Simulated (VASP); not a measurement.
# SiO2 (Cristobalite) (P4_12_12) in VASP: single point with PBE

Aim: the single point of SiO2 (Cristobalite) with PBE.

Everything below comes from runs of VASP 6.6.1. Logs are shortened: lines on timing, memory, paths and dates and some standing lists are left out, and cuts for length are marked.

## Step 1: The cell of the first run

Symmetry: P4_12_12, No. 92, tetragonal system. Conventional cell: a = 4.746 Å, b = 4.746 Å, c = 6.445 Å, α = 90.00°, β = 90.00°, γ = 90.00°. Within 2.2 Å of Si (site symmetry 2) lie 4 O at 1.62 to 1.63 Å. Within 2.2 Å of O (site symmetry 1) lie 2 Si at 1.62 to 1.63 Å.

## Step 2: Single point, PBE

Contents of INCAR:

```
PREC = Accurate
ENCUT = 520
EDIFF = 1E-6
ISMEAR = -1
SIGMA = 0.02
LREAL = F
LASPH = T
NELM = 100
ALGO = Normal
ISIF = 2
LWAVE = F
LCHARG = F
GGA = PE
NBANDS = 44
```

Contents of KPOINTS:

```
regular mesh
0
Gamma
  5 5 3
```

Contents of POSCAR:

```
SiO2
1.0
    4.7460000000      0.0000000000      0.0000000000
    0.0000000000      4.7460000000      0.0000000000
    0.0000000000      0.0000000000      6.4450000000
Si O
4 8
Direct
    0.3280853935      0.3280853935      0.0000000000
    0.1719146065      0.8280853935      0.2500000000
    0.6719146065      0.6719146065      0.5000000000
    0.8280853935      0.1719146065      0.7500000000
    0.2265871520      0.1604066420      0.2069126698
    0.3395933580      0.7265871520      0.4569126698
    0.7734128480      0.8395933580      0.7069126698
    0.6604066420      0.2734128480      0.9569126698
    0.7265871520      0.3395933580      0.5430873302
    0.8395933580      0.7734128480      0.2930873302
    0.2734128480      0.6604066420      0.0430873302
    0.1604066420      0.2265871520      0.7930873302
```

Potentials or basis: VASP PAW PBE potentials, release 64 (Si, O).

Command:

```console
> cat potpaw_PBE.64/Si/POTCAR potpaw_PBE.64/O/POTCAR > POTCAR
> mpirun -np 1 vasp_std > vasp.out
```

OUTCAR:

```text
PREC = Accurate
   ENCUT = 520
   EDIFF = 1E-6
   ISMEAR = -1
   LREAL = F
   LASPH = T
   NELM = 100
   ISIF = 2
   GGA = PE

 ion  position               nearest neighbor table
   1  0.328  0.328  0.000-   8 1.62  11 1.62   5 1.63  12 1.63   2 2.96   4 2.96   2 2.96   4 2.96

   2  0.172  0.828  0.250-   5 1.62  10 1.62   6 1.63  11 1.63   1 2.96   3 2.96   1 2.96   3 2.96

   3  0.672  0.672  0.500-   6 1.62   9 1.62   7 1.63  10 1.63   2 2.96   4 2.96   4 2.96   2 2.96

   4  0.828  0.172  0.750-   7 1.62  12 1.62   9 1.63   8 1.63   1 2.96   3 2.96   3 2.96   1 2.96

   5  0.227  0.160  0.207-   2 1.62   1 1.63
   6  0.340  0.727  0.457-   3 1.62   2 1.63
   7  0.773  0.840  0.707-   4 1.62   3 1.63
   8  0.660  0.273  0.957-   1 1.62   4 1.63
   9  0.727  0.340  0.543-   3 1.62   4 1.63
  10  0.840  0.773  0.293-   2 1.62   3 1.63
  11  0.273  0.660  0.043-   1 1.62   2 1.63
  12  0.160  0.227  0.793-   4 1.62   1 1.63

  LATTYP: Found a simple tetragonal cell.
 ALAT       =     4.7460000000
 C/A-ratio  =     1.3579856721

  Lattice vectors:

 A1 = (   4.7460000000,   0.0000000000,   0.0000000000)
 A2 = (   0.0000000000,   4.7460000000,   0.0000000000)
 A3 = (   0.0000000000,   0.0000000000,   6.4450000000)

Analysis of symmetry for initial positions (statically):
=====================================================================
 Subroutine PRICEL returns:
 Original cell was already a primitive cell.

 Routine SETGRP: Setting up the symmetry group for a
 simple tetragonal supercell.

 Subroutine GETGRP returns: Found  8 space group operations
 (whereof  2 operations were pure point group operations)
 out of a pool of 16 trial point group operations.

The static configuration has the point symmetry C_2 .
 The point group associated with its full space group is D_4 .

Analysis of symmetry for dynamics (positions and initial velocities):
=====================================================================
 Subroutine PRICEL returns:
 Original cell was already a primitive cell.

 Routine SETGRP: Setting up the symmetry group for a
 simple tetragonal supercell.

 Subroutine GETGRP returns: Found  8 space group operations
 (whereof  2 operations were pure point group operations)
 out of a pool of 16 trial point group operations.

The dynamic configuration has the point symmetry C_2 .
 The point group associated with its full space group is D_4 .

 Subroutine INISYM returns: Found  8 space group operations
 (whereof  2 operations are pure point group operations),
 and found     1 'primitive' translations

----------------------------------------------------------------------------------------

                                     Primitive cell

  volume of cell :     145.1705

  direct lattice vectors                    reciprocal lattice vectors
     4.746000000  0.000000000  0.000000000     0.210703751  0.000000000  0.000000000
     0.000000000  4.746000000  0.000000000     0.000000000  0.210703751  0.000000000
     0.000000000  0.000000000  6.445000000     0.000000000  0.000000000  0.155159038

  length of vectors
     4.746000000  4.746000000  6.445000000     0.210703751  0.210703751  0.155159038

  position of ions in fractional coordinates (direct lattice)
     0.328085393  0.328085393  0.000000000
     0.171914607  0.828085393  0.250000000
     0.671914607  0.671914607  0.500000000
     0.828085393  0.171914607  0.750000000
     0.226587152  0.160406642  0.206912670
     0.339593358  0.726587152  0.456912670
     0.773412848  0.839593358  0.706912670
     0.660406642  0.273412848  0.956912670
     0.726587152  0.339593358  0.543087330
     0.839593358  0.773412848  0.293087330
     0.273412848  0.660406642  0.043087330
     0.160406642  0.226587152  0.793087330

  ion indices of the primitive-cell ions
   primitive index   ion index
                 1           1
                 2           2
                 3           3
                 4           4
                 5           5
                 6           6
                 7           7
                 8           8
                 9           9
                10          10
                11          11
                12          12

----------------------------------------------------------------------------------------

 KPOINTS: regular mesh

Automatic generation of k-mesh.
 Grid dimensions read from file:
 generate k-points for:    5    5    3

 Generating k-lattice:

  Cartesian coordinates                     Fractional coordinates (reciprocal lattice)
     0.042140750  0.000000000  0.000000000     0.200000000  0.000000000  0.000000000
     0.000000000  0.042140750  0.000000000     0.000000000  0.200000000  0.000000000
     0.000000000  0.000000000  0.051719679     0.000000000  0.000000000  0.333333333

  Length of vectors
     0.042140750  0.042140750  0.051719679

  Shift w.r.t. Gamma in fractional coordinates (k-lattice)
     0.000000000  0.000000000  0.000000000

 Subroutine IBZKPT returns following result:
 ===========================================

 Found     12 irreducible k-points:

 Following reciprocal coordinates:
            Coordinates               Weight
  0.000000  0.000000  0.000000      1.000000
  0.200000  0.000000  0.000000      4.000000
  0.400000  0.000000  0.000000      4.000000
  0.200000  0.200000  0.000000      4.000000
  0.400000  0.200000  0.000000      8.000000
  0.400000  0.400000  0.000000      4.000000
  0.000000  0.000000  0.333333      2.000000
  0.200000  0.000000  0.333333      8.000000
  0.400000  0.000000  0.333333      8.000000
  0.200000  0.200000  0.333333      8.000000
  0.400000  0.200000  0.333333     16.000000
  0.400000  0.400000  0.333333      8.000000
   k-points           NKPTS =     12   k-points in BZ     NKDIM =     12   number of bands    NBANDS=     44
   number of dos      NEDOS =    301   number of ions     NIONS =     12
   total plane-waves  NPLWV =  62208
   dimension x,y,z NGX =    36 NGY =   36 NGZ =   48
   dimension x,y,z NGXF=    72 NGYF=   72 NGZF=   96
   ions per type =               4   8
   NGX,Y,Z   is equivalent  to a cutoff of  12.61, 12.61, 12.38 a.u.
   NGXF,Y,Z  is equivalent  to a cutoff of  25.22, 25.22, 24.76 a.u.
 SYSTEM =  unknown system
   PREC   = accura    normal or accurate (medium, high low for compatibility)
   ISTART =      0    job   : 0-new  1-cont  2-samecut
   ICHARG =      2    charge: 1-file 2-atom 10-const
   ISPIN  =      1    spin polarized calculation?
   LNONCOLLINEAR =      F non collinear calculations
   LSORBIT =      F    spin-orbit coupling
   LASPH  =      T    aspherical Exc in radial PAW
   ENCUT  =  520.0 eV  38.22 Ry    6.18 a.u.   8.82  8.82 11.98*2*pi/ulx,y,z
   NELM   =    100;   NELMIN=  2; NELMDL= -5     # of ELM steps
   EDIFF  = 0.1E-05   stopping-criterion for ELM
   LREAL  =      F    real-space projection
   EDIFFG = 0.1E-04   stopping-criterion for IOM
   NSW    =      0    number of steps for IOM
   IBRION =     -1    ionic relax: 0-MD 1-quasi-New 2-CG
   NFREE  =      0    steps in history (QN), initial steepest desc. (CG)
   ISIF   =      2    stress and relaxation
   ISYM   =      2    0-nonsym 1-usesym 2-fastsym
   POTIM  = 0.5000    time-step for ionic-motion
   TEBEG  =    0.0;   TEEND  =   0.0 temperature during run
   PSTRESS=    0.0 pullay stress
   NELECT =      64.0000    total number of electrons
   NUPDOWN=      -1.0000    fix difference up-down
   EMIN   =  10.00;   EMAX   =-10.00  energy-range for DOS
   EFERMI =   0.00;   METHOD = LEGACY
   ISMEAR =    -1;   SIGMA  =   0.02  broadening in eV -4-tet -1-fermi 0-gaus
   EFERMI_NEDOS =   21; number of points for ismear=-14 and -15
   IALGO  =     38    algorithm
   IMIX   =      4    mixing-type and parameters
     AMIX     =   0.40;   BMIX     =  1.00
     AMIX_MAG =   1.60;   BMIX_MAG =  1.00
  volume/ion in A,a.u.               =      12.10        81.64
  Fermi-wavevector in a.u.,A,eV,Ry     =   1.245973  2.354548 21.122353  1.552449
  Thomas-Fermi vector in A             =   2.380171
   LORBIT       =      0    0 simple, 1 ext, 2 COOP (PROOUT), +10 PAW based schemes
   GGA     = PE    functional components
   LHFCALC =     F    Hartree Fock is set to
   AEXX    =    0.0000 exact exchange contribution
   IVDW    =     0    specifies the selected vdW correction
   LEPSILON=     F    determine dielectric tensor
   LRPA    =     F    only Hartree local field effects (RPA)
 non-spin polarized calculation
  energy-cutoff  :      520.00
  volume of cell :      145.17
 maximum number of plane-waves:      3924
 NGX is ok and might be reduce to    36
   NGX = 17   NGY = 17   NGZ = 23

 number of electron      63.9999985 magnetization

 Free energy of the ion-electron system (eV)
  ---------------------------------------------------
  ext. energy  EPLUGINS =         0.00000000
  ---------------------------------------------------
  free energy    TOTEN  =       -94.33614731 eV

  energy without entropy =      -94.33614731  energy(sigma->0) =      -94.33614731

 E-fermi :   1.9541     XC(G=0):  -9.4645

 val. band max:        1.5005597720   @ k =   0.0000   0.0000   0.0000
 cond. band min:       7.3307925423   @ k =   0.0000   0.0000   0.0000
 fundamental gap:      5.8302327703
 Fermi energy:         1.9541108589

 k-point     1 :       0.0000    0.0000    0.0000
  band No.  band energies     occupation
      1     -18.0964      2.00000
      2     -17.0754      2.00000
      3     -17.0754      2.00000
      4     -15.9213      2.00000
      5     -15.8340      2.00000
      6     -15.8340      2.00000
[... 36 lines left out ...]
     43      13.7369      0.00000
     44      13.8070      0.00000
[... 476 lines left out ...]
      4     -16.7074      2.00000
      5     -15.9744      2.00000
      6     -15.9620      2.00000
[... 36 lines left out ...]
     43      12.6178      0.00000
     44      12.7769      0.00000

------------------------ aborting loop because EDIFF is reached ----------------------------------------

  FORCE on cell =-STRESS in cart. coord.  units (eV):
  Direction    XX          YY          ZZ          XY          YZ          ZX
  --------------------------------------------------------------------------------------
  -------------------------------------------------------------------------------------
  Total        5.5670449      5.5670449      5.2387535      0.0000000      0.0000000      0.0000000
  in kB       61.4408079     61.4408079     57.8176124      0.0000000      0.0000000      0.0000000
  external PRESSURE =      60.2330761 kB  Pullay stress =       0.0000000 kB

 VOLUME and BASIS-vectors are now :
 -----------------------------------------------------------------------------
  energy-cutoff  :      520.00
  volume of cell :      145.17
      direct lattice vectors                 reciprocal lattice vectors
     4.746000000  0.000000000  0.000000000     0.210703751  0.000000000  0.000000000
     0.000000000  4.746000000  0.000000000     0.000000000  0.210703751  0.000000000
     0.000000000  0.000000000  6.445000000     0.000000000  0.000000000  0.155159038

 POSITION                                       TOTAL-FORCE (eV/Angst)
 -----------------------------------------------------------------------------------
      1.55709      1.55709      0.00000         0.022700      0.022700      0.000000
      0.81591      3.93009      1.61125        -0.022700      0.022700      0.000000
      3.18891      3.18891      3.22250        -0.022700     -0.022700      0.000000
      3.93009      0.81591      4.83375         0.022700     -0.022700      0.000000
      1.07538      0.76129      1.33355        -0.000081      0.002851      0.002622
      1.61171      3.44838      2.94480        -0.002851     -0.000081      0.002622
      3.67062      3.98471      4.55605         0.000081     -0.002851      0.002622
      3.13429      1.29762      6.16730         0.002851      0.000081      0.002622
      3.44838      1.61171      3.50020        -0.000081     -0.002851     -0.002622
      3.98471      3.67062      1.88895        -0.002851      0.000081     -0.002622
      1.29762      3.13429      0.27770         0.000081      0.002851     -0.002622
      0.76129      1.07538      5.11145         0.002851     -0.000081     -0.002622
 -----------------------------------------------------------------------------------
    total drift:                                0.000000     -0.000000      0.000000

  FREE ENERGIE OF THE ION-ELECTRON SYSTEM (eV)
  ---------------------------------------------------
  free  energy   TOTEN  =       -94.3361473090 eV

  energy  without entropy=      -94.3361473090  energy(sigma->0) =      -94.33614731
```

Run time: 62 s. Hardware: 1 thread of Intel Xeon Platinum 8259CL at 2.50GHz (Skylake/Cascade Lake), shared host; peak memory 0.25 GiB.

What came out:

```yaml
Free_energy: -94.3361 eV
Pressure: 6.0 GPa
Largest_force: 0.032 eV/Å
Band_gap_on_the_k_mesh: 5.83 eV, direct
```

Forces in eV/Å, atoms in the order of the input:
```
Si   0.023  0.023  0.000
Si  -0.023  0.023  0.000
Si  -0.023 -0.023  0.000
Si   0.023 -0.023  0.000
O    0.000  0.003  0.003
O   -0.003  0.000  0.003
O    0.000 -0.003  0.003
O    0.003  0.000  0.003
O    0.000 -0.003 -0.003
O   -0.003  0.000 -0.003
O    0.000  0.003 -0.003
O    0.003  0.000 -0.003
```
